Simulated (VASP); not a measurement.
Set up this calculation in VASP 6.6.1, as the native input.

- Task: single point
- Functional: PBE
- Potentials or basis: VASP PAW PBE potentials, release 64 (Al)
- Cutoff: 520 eV
- k mesh: 16 × 16 × 16
- Occupations: fermi-dirac, width 0.1 eV
- Spin: no spin polarisation
- Dipole correction: no
- Further INCAR settings: ALGO = Fast; EDIFF = 1e-07; NBANDS = 8

The structure of Al lies in POSCAR:

```
Al
1.0
    2.7231350000      0.0226620000      0.0219930000
    0.0226620000      2.7568820000      0.0478290000
    0.0219930000      0.0478290000      2.6869140000
Al
1
Direct
    0.0101730000     -0.0201310000      0.0035330000
```

One way to write it, as run:

INCAR

```
PREC = Accurate
ENCUT = 520
EDIFF = 1E-7
ISMEAR = -1
SIGMA = 0.1
LREAL = F
LASPH = T
NELM = 60
ALGO = Fast
ISIF = 2
LWAVE = F
LCHARG = T
GGA = PE
LELF = T
LVHAR = T
NBANDS = 8
```

KPOINTS

```
Automatic mesh
0
Gamma
  16 16 16
```

Potentials or basis: VASP PAW PBE potentials, release 64 (Al).

The run is started by

```sh
$ cat potpaw_PBE.64/Al/POTCAR > POTCAR
$ mpirun -np 1 vasp_std > vasp.out
```

Results of the run:

```yaml
Pressure: 0.1 GPa
Band_gap_on_the_k_mesh: zero (an odd number of electrons rules out a gap without spin polarisation)
```

Run time: 4.6 min on 1 thread of Intel Xeon 8259CL, with other jobs on the host, peak memory 0.37 GiB.
